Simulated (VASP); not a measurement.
Set up this calculation in VASP 6.6.1, as the native input.

* Task: single point
* Functional: PBE
* Potentials or basis: VASP PAW PBE potentials, release 64 (Al)
* Cutoff: 520 eV
* k mesh: 11 × 11 × 6
* Occupations: fermi-dirac, width 0.05 eV
* Spin: no spin polarisation
* Dipole correction: no
* Further INCAR settings: ALGO = Normal; EDIFF = 1e-06; NBANDS = 10

The structure of Al lies in POSCAR:

```
Al
1.0
    2.7990789336      0.0000000000      0.0000000000
   -1.3995394668      2.4240734637      0.0000000000
    0.0000000000      0.0000000000      4.6272430855
Al
2
Direct
    0.3333333333      0.6666666667      0.2500000000
    0.6666666667      0.3333333333      0.7500000000
```

The input as run:

INCAR

```
PREC = Accurate
ENCUT = 520
EDIFF = 1E-6
ISMEAR = -1
SIGMA = 0.05
LREAL = False
LASPH = True
NELM = 80
ALGO = Normal
ISIF = 2
LWAVE = False
LCHARG = False
GGA = PE
NBANDS = 10
```

KPOINTS

```
regular mesh
0
Gamma
  11 11 6
```

Potentials or basis: VASP PAW PBE potentials, release 64 (Al).

Run with:

```console
$ cat potpaw_PBE.64/Al/POTCAR > POTCAR
$ mpirun -np 1 vasp_std > vasp.out
```

Results of the run:

```yaml
Pressure: 5.0 GPa
Band_gap_on_the_k_mesh: zero (band 3 reaches 12.56 eV, above the bottom of band 4 at 5.43 eV)
```

It took 4.9 s on 1 thread of Intel(R) Xeon(R) 6975P-C (Granite Rapids) (shared host), peak memory 0.15 GiB.
